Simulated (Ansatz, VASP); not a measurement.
## One calculation of B3Sb2P, two programs

```
B Sb P
1.0
     5.24156    0.00000    0.00000
     0.00000    5.24156    0.00000
     0.00000    0.00000    4.69473
B Sb P
3 2 1
Cartesian
  2.6208 2.6208 0.0000
  2.6208 2.6208 3.1345
  2.6208 2.6208 1.5602
  0.0000 2.6208 2.3474
  2.6208 0.0000 2.3474
  0.0000 0.0000 2.3474
```

Alike in both runs: functional PBE; k mesh 8 × 8 × 8; occupations gaussian, width 0.1 eV; no spin polarisation.

Ansatz relaxed the structure, and its values are those at the end. VASP's run is a single point on that final structure, the one shown.

|  | VASP | Ansatz |
| --- | --- | --- |
| version | VASP 6.6.1 | Ansatz 0.2.0 |
| potentials or method | VASP PAW PBE potentials, release 64 (B, Sb, P), cutoff 520 eV | scalar-relativistic, plane waves, PAW |
| valence electrons in the cell | 24 | 44 |

```tsv
	VASP	Ansatz	Ansatz less VASP
gap on the k mesh at the Fermi level (eV)	none	none	-
pressure (GPa)	-0.1	0.0	+0.06
rms of the force components (eV/Å)	0.003	0.002	-0.0009
```

A gap of «none» marks a metal or a gap that the smearing closes. The functional is the same, so the differences come from potentials, cutoffs and numerics. VASP's potentials hold 24 valence electrons a cell and Ansatz's 44, so a difference there can come from the potentials and not from the codes.

Neither program's run includes spin-orbit coupling.
